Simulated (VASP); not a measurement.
# Ga7ReAs8 (P1) in VASP: single point with PBEsol

Aim: the single point of Ga7ReAs8 with PBEsol.

Everything below comes from runs of VASP 6.6.1. Logs are shortened: lines on timing, memory, paths and dates and some standing lists are left out, and cuts for length are marked.

**1. The cell of the first run**

The typed cell holds 16 atoms: a = 7.996 Å, b = 7.996 Å, c = 7.996 Å, α = 60.00°, β = 60.00°, γ = 60.00°.

**2. Single point, PBEsol**

INCAR

```
SYSTEM = Ga7ReAs8
PREC = Accurate ; ENCUT = 600
EDIFF = 1E-6 ; ISMEAR = 0
SIGMA = 0.05 ; LREAL = .FALSE.
LASPH = .TRUE. ; NELM = 120
ALGO = Normal ; ISIF = 2
LWAVE = .FALSE. ; LCHARG = .TRUE.
GGA = PS ; LELF = .TRUE.
LVHAR = .TRUE. ; NBANDS = 83
GGA_COMPAT = .FALSE.
```

KPOINTS

```
Automatic mesh
0
G
  3 3 3
  0 0 0
```

POSCAR

```
Ga7ReAs8
1.0
    0.0000000000      5.6537000000      5.6537000000
    5.6537000000      0.0000000000      5.6537000000
    5.6537000000      5.6537000000      0.0000000000
Re Ga As
1 7 8
Direct
    0.9998524888      0.0019432239      0.9991553448
    0.0010368700      0.0009942432      0.5006456100
    0.9984910901      0.5008841099      0.9989729161
    0.9981528532      0.5057707508      0.4998558159
    0.5032077084      0.0003304885      0.9973632955
    0.5011651386      0.9991440149      0.5039681312
    0.5003212301      0.5005895627      0.0010144367
    0.5000749080      0.5020052019      0.4996829082
    0.1238093346      0.1225398316      0.1217672156
    0.1229072726      0.1263281897      0.6315195827
    0.1217467372      0.6347712077      0.1213788444
    0.1258144134      0.6267624373      0.6249136099
    0.6324588009      0.1225323860      0.1245658393
    0.6266932116      0.1271195850      0.6240507031
    0.6246520619      0.6263669258      0.1252883924
    0.6244685365      0.6254894737      0.6265415060
```

Potentials or basis: VASP PAW PBE potentials, release 64 (Re, Ga_d, As).

Run with:

```console
$ cat potpaw_PBE.64/Re/POTCAR potpaw_PBE.64/Ga_d/POTCAR potpaw_PBE.64/As/POTCAR > POTCAR
$ mpirun -np 1 vasp_std > vasp.out
```

OUTCAR:

```text
SYSTEM = Ga7ReAs8
   PREC = Accurate
   ENCUT = 600
   EDIFF = 1E-6
   ISMEAR = 0
   LREAL = .FALSE.
   LASPH = .TRUE.
   NELM = 120
   ISIF = 2
   GGA = PS

 ion  position               nearest neighbor table
   1  1.000  0.002  0.999-   9 2.40  11 2.40  13 2.40  10 2.40
   2  0.001  0.001  0.501-  12 2.44  14 2.44  10 2.47   9 2.47
   3  0.998  0.501  0.999-  15 2.44  12 2.44   9 2.47  11 2.48
   4  0.998  0.506  0.500-  16 2.44  12 2.44  11 2.47  10 2.48
   5  0.503  0.000  0.997-  14 2.44  15 2.44  13 2.47   9 2.48
   6  0.501  0.999  0.504-  14 2.44  16 2.44  10 2.47  13 2.48
[... 8 lines left out ...]
  15  0.625  0.626  0.125-   3 2.44   5 2.44   7 2.44   8 2.44
  16  0.624  0.625  0.627-   6 2.44   4 2.44   7 2.44   8 2.45

  LATTYP: Found a face centered cubic cell.
 ALAT       =    11.3074000000

  Lattice vectors:

 A1 = (   0.0000000000,   5.6537000000,   5.6537000000)
 A2 = (   5.6537000000,   0.0000000000,   5.6537000000)
 A3 = (   5.6537000000,   5.6537000000,   0.0000000000)

Analysis of symmetry for initial positions (statically):
=====================================================================
 Subroutine PRICEL returns:
 Original cell was already a primitive cell.

 Routine SETGRP: Setting up the symmetry group for a
 face centered cubic supercell.

 Subroutine GETGRP returns: Found  1 space group operations
 (whereof  1 operations were pure point group operations)
 out of a pool of 48 trial point group operations.

The static configuration has the point symmetry C_1 .

Analysis of symmetry for dynamics (positions and initial velocities):
=====================================================================
 Subroutine PRICEL returns:
 Original cell was already a primitive cell.

 Routine SETGRP: Setting up the symmetry group for a
 face centered cubic supercell.

 Subroutine GETGRP returns: Found  1 space group operations
 (whereof  1 operations were pure point group operations)
 out of a pool of 48 trial point group operations.

The dynamic configuration has the point symmetry C_1 .

 Subroutine INISYM returns: Found  1 space group operations
 (whereof  1 operations are pure point group operations),
 and found     1 'primitive' translations

----------------------------------------------------------------------------------------

                                     Primitive cell

  volume of cell :     361.4334

  direct lattice vectors                    reciprocal lattice vectors
     0.000000000  5.653700000  5.653700000    -0.088437660  0.088437660  0.088437660
     5.653700000  0.000000000  5.653700000     0.088437660 -0.088437660  0.088437660
     5.653700000  5.653700000  0.000000000     0.088437660  0.088437660 -0.088437660

  length of vectors
     7.995539218  7.995539218  7.995539218     0.153178521  0.153178521  0.153178521

  position of ions in fractional coordinates (direct lattice)
     0.999852489  0.001943224  0.999155345
     0.001036870  0.000994243  0.500645610
     0.998491090  0.500884110  0.998972916
     0.998152853  0.505770751  0.499855816
     0.503207708  0.000330488  0.997363296
     0.501165139  0.999144015  0.503968131
[... 8 lines left out ...]
     0.624652062  0.626366926  0.125288392
     0.624468536  0.625489474  0.626541506

  ion indices of the primitive-cell ions
   primitive index   ion index
                 1           1
                 2           2
                 3           3
                 4           4
                 5           5
                 6           6
[... 8 lines left out ...]
                15          15
                16          16

----------------------------------------------------------------------------------------

 KPOINTS: Automatic mesh

Automatic generation of k-mesh.
 Grid dimensions read from file:
 generate k-points for:    3    3    3

 Generating k-lattice:

  Cartesian coordinates                     Fractional coordinates (reciprocal lattice)
    -0.029479220  0.029479220  0.029479220     0.333333333  0.000000000  0.000000000
     0.029479220 -0.029479220  0.029479220     0.000000000  0.333333333  0.000000000
     0.029479220  0.029479220 -0.029479220     0.000000000  0.000000000  0.333333333

  Length of vectors
     0.051059507  0.051059507  0.051059507

  Shift w.r.t. Gamma in fractional coordinates (k-lattice)
     0.000000000  0.000000000  0.000000000

 Subroutine IBZKPT returns following result:
 ===========================================

 Found     14 irreducible k-points:

 Following reciprocal coordinates:
            Coordinates               Weight
  0.000000  0.000000  0.000000      1.000000
  0.333333  0.000000  0.000000      2.000000
  0.000000  0.333333  0.000000      2.000000
  0.000000  0.000000  0.333333      2.000000
  0.333333  0.333333  0.333333      2.000000
  0.333333  0.333333  0.000000      2.000000
  0.000000  0.333333  0.333333      2.000000
  0.333333  0.000000  0.333333      2.000000
 -0.333333  0.333333  0.000000      2.000000
  0.000000 -0.333333  0.333333      2.000000
  0.333333  0.000000 -0.333333      2.000000
  0.333333  0.333333 -0.333333      2.000000
 -0.333333  0.333333 -0.333333      2.000000
  0.333333 -0.333333 -0.333333      2.000000
   k-points           NKPTS =     14   k-points in BZ     NKDIM =     14   number of bands    NBANDS=     83
   number of dos      NEDOS =    301   number of ions     NIONS =     16
   total plane-waves  NPLWV = 262144
   dimension x,y,z NGX =    64 NGY =   64 NGZ =   64
   dimension x,y,z NGXF=   128 NGYF=  128 NGZF=  128
   ions per type =               1   7   8
   NGX,Y,Z   is equivalent  to a cutoff of  13.31, 13.31, 13.31 a.u.
   NGXF,Y,Z  is equivalent  to a cutoff of  26.61, 26.61, 26.61 a.u.
 SYSTEM =  Ga7ReAs8
   PREC   = accura    normal or accurate (medium, high low for compatibility)
   ISTART =      0    job   : 0-new  1-cont  2-samecut
   ICHARG =      2    charge: 1-file 2-atom 10-const
   ISPIN  =      1    spin polarized calculation?
   LNONCOLLINEAR =      F non collinear calculations
   LSORBIT =      F    spin-orbit coupling
   LASPH  =      T    aspherical Exc in radial PAW
   ENCUT  =  600.0 eV  44.10 Ry    6.64 a.u.  15.97 15.97 15.97*2*pi/ulx,y,z
   NELM   =    120;   NELMIN=  2; NELMDL= -5     # of ELM steps
   EDIFF  = 0.1E-05   stopping-criterion for ELM
   LREAL  =      F    real-space projection
   EDIFFG = 0.1E-04   stopping-criterion for IOM
   NSW    =      0    number of steps for IOM
   IBRION =     -1    ionic relax: 0-MD 1-quasi-New 2-CG
   NFREE  =      0    steps in history (QN), initial steepest desc. (CG)
   ISIF   =      2    stress and relaxation
   ISYM   =      2    0-nonsym 1-usesym 2-fastsym
   POTIM  = 0.5000    time-step for ionic-motion
   TEBEG  =    0.0;   TEEND  =   0.0 temperature during run
   PSTRESS=    0.0 pullay stress
   NELECT =     138.0000    total number of electrons
   NUPDOWN=      -1.0000    fix difference up-down
   EMIN   =  10.00;   EMAX   =-10.00  energy-range for DOS
   EFERMI =   0.00;   METHOD = LEGACY
   ISMEAR =     0;   SIGMA  =   0.05  broadening in eV -4-tet -1-fermi 0-gaus
   EFERMI_NEDOS =   21; number of points for ismear=-14 and -15
   IALGO  =     38    algorithm
   IMIX   =      4    mixing-type and parameters
     AMIX     =   0.40;   BMIX     =  1.00
     AMIX_MAG =   1.60;   BMIX_MAG =  1.00
  volume/ion in A,a.u.               =      22.59       152.44
  Fermi-wavevector in a.u.,A,eV,Ry     =   1.187659  2.244350 19.191479  1.410534
  Thomas-Fermi vector in A             =   2.323806
   LORBIT       =      0    0 simple, 1 ext, 2 COOP (PROOUT), +10 PAW based schemes
   GGA     = PS    functional components
   LHFCALC =     F    Hartree Fock is set to
   AEXX    =    0.0000 exact exchange contribution
   IVDW    =     0    specifies the selected vdW correction
   LEPSILON=     F    determine dielectric tensor
   LRPA    =     F    only Hartree local field effects (RPA)
 non-spin polarized calculation
 Gauss-broadening in eV      SIGMA  =   0.05
  energy-cutoff  :      600.00
  volume of cell :      361.43
 maximum number of plane-waves:     12074
   NGX = 31   NGY = 31   NGZ = 31

 number of electron     138.0000022 magnetization

 Free energy of the ion-electron system (eV)
  ---------------------------------------------------
  ext. energy  EPLUGINS =         0.00000000
  ---------------------------------------------------
  free energy    TOTEN  =       -79.31578781 eV

  energy without entropy =      -79.29864756  energy(sigma->0) =      -79.30721769

 E-fermi :   4.0999     XC(G=0):  -9.8557

 val. band max:        3.9184559953   @ k =  -0.3333   0.3333  -0.3333
 cond. band min:       4.1013963913   @ k =   0.0000   0.0000   0.3333
 fundamental gap:      0.1829403960
 Fermi energy:         4.0998753417

 k-point     1 :       0.0000    0.0000    0.0000
  band No.  band energies     occupation
      1     -11.0843      2.00000
      2     -11.0838      2.00000
      3     -11.0831      2.00000
      4     -11.0525      2.00000
      5     -11.0257      2.00000
      6     -11.0232      2.00000
[... 73 lines left out ...]
     80       6.9105      0.00000
     81       6.9262      0.00000

 k-point     2 :       0.3333    0.0000    0.0000
  band No.  band energies     occupation
      1     -11.0782      2.00000
      2     -11.0770      2.00000
      3     -11.0758      2.00000
      4     -11.0478      2.00000
      5     -11.0247      2.00000
      6     -11.0221      2.00000
[... 73 lines left out ...]
     80       7.1224      0.00000
     81       7.3901      0.00000
[... 922 lines left out ...]
     80       7.6383      0.00000
     81       7.7326      0.00000

 k-point    14 :       0.3333   -0.3333   -0.3333
  band No.  band energies     occupation
      1     -11.0748      2.00000
      2     -11.0734      2.00000
      3     -11.0668      2.00000
      4     -11.0426      2.00000
      5     -11.0298      2.00000
      6     -11.0222      2.00000
[... 73 lines left out ...]
     80       7.6226      0.00000
     81       7.7062      0.00000
 [bands above 81 left out]

------------------------ aborting loop because EDIFF is reached ----------------------------------------

  FORCE on cell =-STRESS in cart. coord.  units (eV):
  Direction    XX          YY          ZZ          XY          YZ          ZX
  --------------------------------------------------------------------------------------
  -------------------------------------------------------------------------------------
  Total        0.2388810      0.2351510      0.1827085     -0.0217420      0.0086654     -0.0101318
  in kB        1.0589220      1.0423872      0.8099182     -0.0963788      0.0384126     -0.0449129
  external PRESSURE =       0.9704092 kB  Pullay stress =       0.0000000 kB

 VOLUME and BASIS-vectors are now :
 -----------------------------------------------------------------------------
  energy-cutoff  :      600.00
  volume of cell :      361.43
      direct lattice vectors                 reciprocal lattice vectors
     0.000000000  5.653700000  5.653700000    -0.088437660  0.088437660  0.088437660
     5.653700000  0.000000000  5.653700000     0.088437660 -0.088437660  0.088437660
     5.653700000  5.653700000  0.000000000     0.088437660  0.088437660 -0.088437660

 POSITION                                       TOTAL-FORCE (eV/Angst)
 -----------------------------------------------------------------------------------
      5.65991     11.30179      5.66385        -0.002008      0.001517      0.008916
      2.83612      2.83636      0.01148        -0.017015     -0.017117     -0.063807
      8.47974     11.29306      8.47702         0.024637     -0.025032      0.029338
      5.68551      8.46929      8.50273         0.012014      0.024531     -0.017090
      5.64066      8.48378      2.84685        -0.006257      0.001795     -0.033512
      8.49815      5.68272      8.48230        -0.027874      0.012981      0.018822
[... 8 lines left out ...]
      4.24963      4.23994      7.07289        -0.019548     -0.009214     -0.008542
      7.07861      7.07284      7.06689         0.008578     -0.000948     -0.005800
 -----------------------------------------------------------------------------------
    total drift:                               -0.000662      0.000036     -0.001302

  FREE ENERGIE OF THE ION-ELECTRON SYSTEM (eV)
  ---------------------------------------------------
  free  energy   TOTEN  =       -79.3157878084 eV

  energy  without entropy=      -79.2986475622  energy(sigma->0) =      -79.30721769
```

Wall time 16 min (1 thread of Intel Xeon Platinum 8488C (Sapphire Rapids), shared host); peak memory 0.82 GiB.

Results:

| Property | Result |
| --- | --- |
| Free energy | -79.3158 eV |
| Pressure | 0.1 GPa |
| Largest force | 0.236 eV/Å |
| Band gap on the k mesh | zero (bands 69 and 70 overlap by 0.11 eV) |

Forces in eV/Å, atoms in the order of the input:
```
Re  -0.002  0.002  0.009
Ga  -0.017 -0.017 -0.064
Ga   0.025 -0.025  0.029
Ga   0.012  0.025 -0.017
Ga  -0.006  0.002 -0.034
Ga  -0.028  0.013  0.019
Ga   0.012 -0.010  0.080
Ga  -0.007  0.020  0.002
As  -0.127 -0.109 -0.119
As   0.151  0.126 -0.130
As   0.112 -0.129  0.109
As   0.017 -0.017 -0.001
As  -0.128  0.135  0.114
As  -0.003 -0.003  0.017
As  -0.020 -0.009 -0.009
As   0.009 -0.001 -0.006
```

Caveat: the PAW data sets were made with another functional, which shifts forces and pressure a little; spin-orbit coupling is left out, which moves the levels of the heavy elements.
